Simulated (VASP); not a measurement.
Input of a VASP 6.6.1 run:

Contents of INCAR:

```
PREC     = Accurate       # precision mode
ENCUT    = 520            # plane-wave cutoff, eV
EDIFF    = 1E-6           # SCF threshold, eV
ISMEAR   = 0              # smearing method
SIGMA    = 0.05           # smearing width, eV
LREAL    = F              # projectors in reciprocal space
LASPH    = T              # aspherical terms in the spheres
NELM     = 80             # most SCF steps
ALGO     = Normal         # electronic algorithm
ISIF     = 2              # what is computed and relaxed
LWAVE    = F              # write WAVECAR
LCHARG   = F              # write CHGCAR
GGA      = PE             # functional
NBANDS   = 11             # bands
```

KPOINTS

```
Automatic mesh
0
Gamma
  12 12 12
```

POSCAR

```
BAs
1.0
    0.0000000000      2.6811355699      1.8955628479
    2.6811355699      0.0000000000      1.8955628479
    2.6811355699      2.6811355699      0.0000000000
B As
1 1
Direct
    0.0000000000      0.0000000000      0.0000000000
    0.7500000000      0.7500000000      0.7500000000
```

Potentials or basis: VASP PAW PBE potentials, release 64 (B, As).

Command:

```console
$ cat potpaw_PBE.64/B/POTCAR potpaw_PBE.64/As/POTCAR > POTCAR
$ mpirun -np 1 vasp_std > vasp.out
```

**Question.** Estimate the band gap on the k mesh.

**Answer.** Zero (band 4 reaches 7.85 eV, above the bottom of band 5 at 4.72 eV).

**Question.** Estimate the pressure.

**Answer.** -0.3 GPa.

Stress tensor (GPa, compression positive):
```
-10.64   0.00   0.00
  0.00 -10.64   0.00
  0.00   0.00  20.45
```
